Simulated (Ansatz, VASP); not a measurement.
## Two plane-wave programs on IO

```
I O
1.0
     0.00000    2.85932    2.85932
     2.85932    0.00000    2.85932
     2.85932    2.85932    0.00000
I O
1 1
Direct
  0.50000 0.50000 0.50000
  0.00000 0.00000 0.00000
```

Change from the starting cell: species swapped into the SrO type (Fm-3m, No. 225).

Alike in both runs: task single point; functional PBE; dispersion D3(BJ); k mesh 6 × 6 × 6; occupations gaussian, width 0.1 eV; no spin polarisation.

|  | VASP | Ansatz |
| --- | --- | --- |
| version | VASP 6.6.1 | Ansatz 0.2.0 |
| potentials or method | VASP PAW PBE potentials, release 64 (I, O), cutoff 520 eV | scalar-relativistic, plane waves, PAW |
| valence electrons in the cell | 13 | 23 |

```csv
,VASP,Ansatz,Ansatz less VASP
gap on the k mesh at the Fermi level (eV),none,none,-
pressure (GPa),-10.5,-10.4,+0.11
```

A gap of «none» marks a metal or a gap that the smearing closes. VASP's potentials hold 13 valence electrons a cell and Ansatz's 23, so a difference there can come from the potentials and not from the codes.

Neither program's run includes spin-orbit coupling.
